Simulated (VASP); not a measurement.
# BaHfO3 in VASP: a series of runs

Runs on BaHfO3. Level: r2SCAN. Tasks: single point, relaxation of cell and atoms.

All numbers are computed with VASP 6.6.1; they aren't measurements. Logs are shortened: lines on timing, memory, paths and dates and some standing lists are left out, and cuts for length are marked.

### 1 The cell of the first run

The typed cell holds 5 atoms: a = 4.178 Å, b = 4.178 Å, c = 4.178 Å, α = 90.00°, β = 90.00°, γ = 90.00°.

### 2 Single point, r2SCAN

POSCAR reads:

```
BaHfO3
1.0
    4.1775648502      0.0000000000      0.0000000000
    0.0000000000      4.1775648502      0.0000000000
    0.0000000000      0.0000000000      4.1775818319
Ba Hf O
1 1 3
Direct
    0.5000000000      0.5000000000      0.9977735805
    0.0000000000      0.0000000000      0.4980596436
    0.0000000000      0.5000000000      0.4980448193
    0.5000000000      0.0000000000      0.4980448193
    0.0000000000      0.0000000000      0.9980981372
```

INCAR.step1 reads:

```
PREC = Accurate
ENCUT = 520
ISMEAR = 0
SIGMA = 0.02
LREAL = False
LASPH = True
NELM = 100
NBANDS = 27
GGA = PE
ALGO = Normal
EDIFF = 1E-4
LWAVE = True
LCHARG = False
```

INCAR.step2 reads:

```
PREC = Accurate
ENCUT = 520
EDIFF = 1E-6
ISMEAR = 0
SIGMA = 0.02
LREAL = False
LASPH = True
NELM = 100
ALGO = Normal
ISIF = 2
LWAVE = False
LCHARG = False
METAGGA = R2SCAN
LMIXTAU = True
NBANDS = 27
ISTART = 1
```

KPOINTS reads:

```
regular mesh
0
Gamma
  6 6 6
```

Potentials or basis: VASP PAW PBE potentials, release 64 (Ba_sv, Hf_pv, O).

Started as:

```
$ cat potpaw_PBE.64/Ba_sv/POTCAR potpaw_PBE.64/Hf_pv/POTCAR potpaw_PBE.64/O/POTCAR > POTCAR
$ cp INCAR.step1 INCAR
$ mpirun -np 1 vasp_std > vasp.out
$ cp INCAR.step2 INCAR
$ mpirun -np 1 vasp_std > vasp.out
```

OUTCAR:

```text
PREC = Accurate
   ENCUT = 520
   EDIFF = 1E-6
   ISMEAR = 0
   LREAL = False
   LASPH = True
   NELM = 100
   ISIF = 2
   METAGGA = R2SCAN
   ISTART = 1

 ion  position               nearest neighbor table
   1  0.500  0.500  0.998-   3 2.95   4 2.95   4 2.95   3 2.95   5 2.95   5 2.95   5 2.95   5 2.95
                             3 2.95   4 2.95   4 2.95   3 2.95   2 3.62   2 3.62   2 3.62   2 3.62
   2  0.000  0.000  0.498-   5 2.09   4 2.09   3 2.09   3 2.09   4 2.09   5 2.09   1 3.62   1 3.62
                             1 3.62   1 3.62   1 3.62   1 3.62   1 3.62   1 3.62
   3  0.000  0.500  0.498-   2 2.09   2 2.09   1 2.95   1 2.95   1 2.95   1 2.95
   4  0.500  0.000  0.498-   2 2.09   2 2.09   1 2.95   1 2.95   1 2.95   1 2.95
   5  0.000  0.000  0.998-   2 2.09   2 2.09   1 2.95   1 2.95   1 2.95   1 2.95

  LATTYP: Found a simple cubic cell.
 ALAT       =     4.1775648502

  Lattice vectors:

 A1 = (   4.1775648502,   0.0000000000,   0.0000000000)
 A2 = (   0.0000000000,   4.1775648502,   0.0000000000)
 A3 = (   0.0000000000,   0.0000000000,   4.1775818319)

Analysis of symmetry for initial positions (statically):
=====================================================================
 Subroutine PRICEL returns:
 Original cell was already a primitive cell.

 Routine SETGRP: Setting up the symmetry group for a
 simple cubic supercell.

 Subroutine GETGRP returns: Found  8 space group operations
 (whereof  8 operations were pure point group operations)
 out of a pool of 48 trial point group operations.

The static configuration has the point symmetry C_4v.

Analysis of symmetry for dynamics (positions and initial velocities):
=====================================================================
 Subroutine PRICEL returns:
 Original cell was already a primitive cell.

 Routine SETGRP: Setting up the symmetry group for a
 simple cubic supercell.

 Subroutine GETGRP returns: Found  8 space group operations
 (whereof  8 operations were pure point group operations)
 out of a pool of 48 trial point group operations.

The dynamic configuration has the point symmetry C_4v.

 Subroutine INISYM returns: Found  8 space group operations
 (whereof  8 operations are pure point group operations),
 and found     1 'primitive' translations

----------------------------------------------------------------------------------------

                                     Primitive cell

  volume of cell :      72.9074

  direct lattice vectors                    reciprocal lattice vectors
     4.177564850  0.000000000  0.000000000     0.239373902  0.000000000  0.000000000
     0.000000000  4.177564850  0.000000000     0.000000000  0.239373902  0.000000000
     0.000000000  0.000000000  4.177581832     0.000000000  0.000000000  0.239372929

  length of vectors
     4.177564850  4.177564850  4.177581832     0.239373902  0.239373902  0.239372929

  position of ions in fractional coordinates (direct lattice)
     0.500000000  0.500000000  0.997773581
     0.000000000  0.000000000  0.498059644
     0.000000000  0.500000000  0.498044819
     0.500000000  0.000000000  0.498044819
     0.000000000  0.000000000  0.998098137

  ion indices of the primitive-cell ions
   primitive index   ion index
                 1           1
                 2           2
                 3           3
                 4           4
                 5           5

----------------------------------------------------------------------------------------

 KPOINTS: regular mesh

Automatic generation of k-mesh.
 Grid dimensions read from file:
 generate k-points for:    6    6    6

 Generating k-lattice:

  Cartesian coordinates                     Fractional coordinates (reciprocal lattice)
     0.039895650  0.000000000  0.000000000     0.166666667  0.000000000  0.000000000
     0.000000000  0.039895650  0.000000000     0.000000000  0.166666667  0.000000000
     0.000000000  0.000000000  0.039895488     0.000000000  0.000000000  0.166666667

  Length of vectors
     0.039895650  0.039895650  0.039895488

  Shift w.r.t. Gamma in fractional coordinates (k-lattice)
     0.000000000  0.000000000  0.000000000

 Subroutine IBZKPT returns following result:
 ===========================================

 Found     40 irreducible k-points:

 Following reciprocal coordinates:
            Coordinates               Weight
  0.000000  0.000000  0.000000      1.000000
  0.166667  0.000000  0.000000      4.000000
  0.000000  0.000000  0.166667      2.000000
  0.333333  0.000000  0.000000      4.000000
  0.000000  0.000000  0.333333      2.000000
  0.500000  0.000000  0.000000      2.000000
[... 16 lines left out ...]
  0.166667  0.166667  0.166667      8.000000
  0.333333  0.166667  0.166667     16.000000
 [... further k-points ...]
   k-points           NKPTS =     40   k-points in BZ     NKDIM =     40   number of bands    NBANDS=     27
   number of dos      NEDOS =    301   number of ions     NIONS =      5
   total plane-waves  NPLWV =  32768
   dimension x,y,z NGX =    32 NGY =   32 NGZ =   32
   dimension x,y,z NGXF=    64 NGYF=   64 NGZF=   64
   ions per type =               1   1   3
   NGX,Y,Z   is equivalent  to a cutoff of  12.73, 12.73, 12.73 a.u.
   NGXF,Y,Z  is equivalent  to a cutoff of  25.47, 25.47, 25.47 a.u.
 SYSTEM =  unknown system
   PREC   = accura    normal or accurate (medium, high low for compatibility)
   ISTART =      1    job   : 0-new  1-cont  2-samecut
   ICHARG =      0    charge: 1-file 2-atom 10-const
   ISPIN  =      1    spin polarized calculation?
   LNONCOLLINEAR =      F non collinear calculations
   LSORBIT =      F    spin-orbit coupling
   LASPH  =      T    aspherical Exc in radial PAW
   ENCUT  =  520.0 eV  38.22 Ry    6.18 a.u.   7.77  7.77  7.77*2*pi/ulx,y,z
   NELM   =    100;   NELMIN=  2; NELMDL=  0     # of ELM steps
   EDIFF  = 0.1E-05   stopping-criterion for ELM
   LREAL  =      F    real-space projection
   EDIFFG = 0.1E-04   stopping-criterion for IOM
   NSW    =      0    number of steps for IOM
   IBRION =     -1    ionic relax: 0-MD 1-quasi-New 2-CG
   NFREE  =      0    steps in history (QN), initial steepest desc. (CG)
   ISIF   =      2    stress and relaxation
   ISYM   =      2    0-nonsym 1-usesym 2-fastsym
   POTIM  = 0.5000    time-step for ionic-motion
   TEBEG  =    0.0;   TEEND  =   0.0 temperature during run
   PSTRESS=    0.0 pullay stress
   NELECT =      38.0000    total number of electrons
   NUPDOWN=      -1.0000    fix difference up-down
   EMIN   =  10.00;   EMAX   =-10.00  energy-range for DOS
   EFERMI =   0.00;   METHOD = LEGACY
   ISMEAR =     0;   SIGMA  =   0.02  broadening in eV -4-tet -1-fermi 0-gaus
   EFERMI_NEDOS =   21; number of points for ismear=-14 and -15
   IALGO  =     38    algorithm
   IMIX   =      4    mixing-type and parameters
     AMIX     =   0.40;   BMIX     =  1.00
     AMIX_MAG =   1.60;   BMIX_MAG =  1.00
  volume/ion in A,a.u.               =      14.58        98.40
  Fermi-wavevector in a.u.,A,eV,Ry     =   1.317485  2.489685 23.616529  1.735766
  Thomas-Fermi vector in A             =   2.447522
   LORBIT       =      0    0 simple, 1 ext, 2 COOP (PROOUT), +10 PAW based schemes
   METAGGA = R2SCAN    functional components
   LHFCALC =     F    Hartree Fock is set to
   AEXX    =    0.0000 exact exchange contribution
   IVDW    =     0    specifies the selected vdW correction
   LEPSILON=     F    determine dielectric tensor
   LRPA    =     F    only Hartree local field effects (RPA)
 non-spin polarized calculation
 Gauss-broadening in eV      SIGMA  =   0.02
  energy-cutoff  :      520.00
  volume of cell :       72.91
 maximum number of plane-waves:      1984
 NGX is ok and might be reduce to    32
   NGX = 15   NGY = 15   NGZ = 15

 number of electron      38.0000004 magnetization

 Free energy of the ion-electron system (eV)
  ---------------------------------------------------
  ext. energy  EPLUGINS =         0.00000000
  ---------------------------------------------------
  free energy    TOTEN  =      -108.00843947 eV

  energy without entropy =     -108.00843947  energy(sigma->0) =     -108.00843947

 E-fermi :   2.2963     XC(G=0): -11.4393

 val. band max:        2.1018277101   @ k =   0.5000   0.5000   0.5000
 cond. band min:       6.2113019091   @ k =   0.0000   0.0000   0.0000
 fundamental gap:      4.1094741990
 Fermi energy:         2.2962525978

 k-point     1 :       0.0000    0.0000    0.0000
  band No.  band energies     occupation
      1     -27.6512      2.00000
      2     -27.6511      2.00000
      3     -27.6511      2.00000
      4     -23.8362      2.00000
      5     -15.5362      2.00000
      6     -15.0369      2.00000
[... 19 lines left out ...]
     26      11.0622      0.00000
     27      11.0624      0.00000

 k-point     2 :       0.1667    0.0000    0.0000
  band No.  band energies     occupation
      1     -27.6881      2.00000
      2     -27.6502      2.00000
      3     -27.6501      2.00000
      4     -23.8169      2.00000
      5     -15.5195      2.00000
      6     -15.0314      2.00000
[... 19 lines left out ...]
     26      11.0635      0.00000
     27      11.1666      0.00000

 k-point     3 :       0.0000    0.0000    0.1667
  band No.  band energies     occupation
      1     -27.6882      2.00000
      2     -27.6501      2.00000
      3     -27.6501      2.00000
      4     -23.8169      2.00000
      5     -15.5195      2.00000
      6     -15.0314      2.00000
[... 594 lines left out ...]
      1     -27.6876      2.00000
      2     -27.6844      2.00000
      3     -27.6844      2.00000
      4     -23.7861      2.00000
      5     -15.3574      2.00000
      6     -14.8790      2.00000
[... 19 lines left out ...]
     26      11.5323      0.00000
     27      11.6226      0.00000

 k-point    24 :       0.3333    0.1667    0.1667
  band No.  band energies     occupation
      1     -27.7565      2.00000
      2     -27.6835      2.00000
      3     -27.6823      2.00000
      4     -23.7573      2.00000
      5     -15.3142      2.00000
      6     -14.8594      2.00000
[... 19 lines left out ...]
     26      11.2181      0.00000
     27      11.3845      0.00000

 [... further k-points ...]

------------------------ aborting loop because EDIFF is reached ----------------------------------------

  FORCE on cell =-STRESS in cart. coord.  units (eV):
  Direction    XX          YY          ZZ          XY          YZ          ZX
  --------------------------------------------------------------------------------------
  -------------------------------------------------------------------------------------
  Total       -0.3654168     -0.3654168     -0.3655714      0.0000000     -0.0000000      0.0000000
  in kB       -8.0302261     -8.0302261     -8.0336229      0.0000000     -0.0000000      0.0000000
  external PRESSURE =      -8.0313583 kB  Pullay stress =       0.0000000 kB

 VOLUME and BASIS-vectors are now :
 -----------------------------------------------------------------------------
  energy-cutoff  :      520.00
  volume of cell :       72.91
      direct lattice vectors                 reciprocal lattice vectors
     4.177564850  0.000000000  0.000000000     0.239373902  0.000000000  0.000000000
     0.000000000  4.177564850  0.000000000     0.000000000  0.239373902  0.000000000
     0.000000000  0.000000000  4.177581832     0.000000000  0.000000000  0.239372929

 POSITION                                       TOTAL-FORCE (eV/Angst)
 -----------------------------------------------------------------------------------
      2.08878      2.08878      4.16828         0.000000      0.000000      0.006892
      0.00000      0.00000      2.08068         0.000000     -0.000000     -0.005118
      0.00000      2.08878      2.08062        -0.000000     -0.000000      0.001356
      2.08878      0.00000      2.08062         0.000000     -0.000000      0.001356
      0.00000      0.00000      4.16964        -0.000000     -0.000000     -0.004487
 -----------------------------------------------------------------------------------
    total drift:                                0.000000      0.000000      0.000834

  FREE ENERGIE OF THE ION-ELECTRON SYSTEM (eV)
  ---------------------------------------------------
  free  energy   TOTEN  =      -108.0084394664 eV

  energy  without entropy=     -108.0084394664  energy(sigma->0) =     -108.00843947
```

It took 3.1 min on 1 thread of Intel Xeon Platinum 8259CL at 2.50GHz (Skylake/Cascade Lake), shared host; peak memory 0.24 GiB.

What came out:

* Free energy: -108.0084 eV
* Pressure: -0.8 GPa
* Largest force: 0.007 eV/Å
* Band gap on the k mesh: 4.11 eV, indirect (least direct gap 4.35 eV)

Forces in eV/Å, atoms in the order of the input:
```
Ba   0.000  0.000  0.007
Hf   0.000  0.000 -0.005
O    0.000  0.000  0.001
O    0.000  0.000  0.001
O    0.000  0.000 -0.004
```

Caveat: the PAW data sets were made with another functional, which shifts forces and pressure a little; spin-orbit coupling is left out, which moves the levels of the heavy elements. A k mesh can miss the band edges.

### 3 Relaxation of cell and atoms, r2SCAN

This run uses another cell than the first one, of 14.87 Å³/atom, 1.020 times its volume.

POSCAR reads:

```
BaHfO3
1.0
    4.2047350799      0.0000000000      0.0000000000
    0.0000000000      4.2047350799      0.0000000000
    0.0000000000      0.0000000000      4.2047999900
Ba Hf O
1 1 3
Direct
    0.5000000000      0.5000000000      0.9979290019
    0.0000000000      0.0000000000      0.4979850347
    0.0000000000      0.5000000000      0.4980384735
    0.5000000000      0.0000000000      0.4980384735
    0.0000000000      0.0000000000      0.9980300164
```

INCAR.step1 reads:

```
ALGO     = Normal         # electronic algorithm
EDIFF    = 1E-4           # SCF threshold, eV
ENCUT    = 600            # plane-wave cutoff, eV
GGA      = PE             # functional
ISMEAR   = 0              # smearing method
LASPH    = True           # aspherical terms in the spheres
LCHARG   = False          # write CHGCAR
LREAL    = False          # projectors in reciprocal space
LWAVE    = True           # write WAVECAR
NELM     = 100            # most SCF steps
PREC     = Accurate       # precision mode
SIGMA    = 0.02           # smearing width, eV
```

INCAR.step2 reads:

```
ALGO     = Normal         # electronic algorithm
EDIFF    = 1E-6           # SCF threshold, eV
EDIFFG   = -0.02          # ionic threshold
ENCUT    = 600            # plane-wave cutoff, eV
IBRION   = 2              # ionic algorithm
ISIF     = 3              # what is computed and relaxed
ISMEAR   = 0              # smearing method
ISTART   = 1            
LASPH    = True           # aspherical terms in the spheres
LCHARG   = False          # write CHGCAR
LMIXTAU  = True         
LREAL    = False          # projectors in reciprocal space
LWAVE    = False          # write WAVECAR
METAGGA  = R2SCAN         # meta-GGA
NELM     = 100            # most SCF steps
NSW      = 70             # ionic steps
PREC     = Accurate       # precision mode
SIGMA    = 0.02           # smearing width, eV
```

KPOINTS reads:

```
k-points
0
Gamma
  6 6 6
```

Potentials or basis: VASP PAW PBE potentials, release 64 (Ba_sv, Hf_pv, O).

Started as:

```
$ cat potpaw_PBE.64/Ba_sv/POTCAR potpaw_PBE.64/Hf_pv/POTCAR potpaw_PBE.64/O/POTCAR > POTCAR
$ cp INCAR.step1 INCAR
$ mpirun -np 1 vasp_std > vasp.out
$ cp INCAR.step2 INCAR
$ mpirun -np 1 vasp_std > vasp.out
```

It took 14 min on 1 thread of Intel Xeon Platinum 8259CL at 2.50GHz (Skylake/Cascade Lake), shared host; peak memory 0.29 GiB.

Results (log left out):

* Free energy: -108.0223 eV
* Relaxed volume: 14.50 Å³/atom
* Relaxed cell: a = 4.170 Å, b = 4.170 Å, c = 4.170 Å, α = 90.00°, β = 90.00°, γ = 90.00°
* Space group after relaxing (to 0.05 Å): Pm-3m (No. 221)
* Energy gained by relaxing: 4.9 meV/atom
* Ionic steps: 3
* Pressure after relaxing: 0.0 GPa
* Band gap on the k mesh: 4.12 eV, indirect (least direct gap 4.36 eV)

The path:
```tsv
step	energy change (eV)	largest force (eV/Å)	pressure (GPa)	volume (Å³)
1	0.0000	0.0016	-4.17	74.34
2	0.0152	0.0017	5.92	70.26
3	-0.0246	0.0017	0.01	72.50
```

Final structure:
```
CELL_PARAMETERS angstrom
4.16972 0.00000 0.00000
0.00000 4.16972 0.00000
0.00000 0.00000 4.16975
ATOMIC_POSITIONS crystal
Ba 0.50000 0.50000 0.99794
Hf 0.00000 0.00000 0.49798
O 0.00000 0.50000 0.49804
O 0.50000 0.00000 0.49804
O 0.00000 0.00000 0.99803
```

Levels at points of the mesh, in eV from the valence-band top:
| k point | band 15 | band 16 | band 17 | band 18 | band 19 | band 20 | band 21 | band 22 | band 23 |
| --- | --- | --- | --- | --- | --- | --- | --- | --- | --- |
| (0.00, 0.00, 0.00) | -1.01 | -1.01 | -0.23 | -0.23 | -0.23 | 4.12 | 4.12 | 4.12 | 5.23 |
| (0.50, 0.00, 0.00) | -1.72 | -1.72 | -1.70 | -0.57 | -0.57 | 4.68 | 6.91 | 6.91 | 7.06 |
| (0.50, 0.50, 0.00) | -2.41 | -1.08 | -0.94 | -0.94 | -0.08 | 6.81 | 6.81 | 7.27 | 7.48 |
| (0.00, 0.00, 0.50) | -1.72 | -1.72 | -1.70 | -0.57 | -0.57 | 4.68 | 6.91 | 6.91 | 7.06 |
| (0.50, 0.00, 0.50) | -2.41 | -1.08 | -0.94 | -0.94 | -0.08 | 6.81 | 6.81 | 7.27 | 7.48 |
| (0.50, 0.50, 0.50) | -2.54 | -2.54 | 0.00 | 0.00 | 0.00 | 6.70 | 6.70 | 6.70 | 8.41 |

Caveat: the PAW data sets were made with another functional, which shifts forces and pressure a little; spin-orbit coupling is left out, which moves the levels of the heavy elements. A k mesh can miss the band edges.
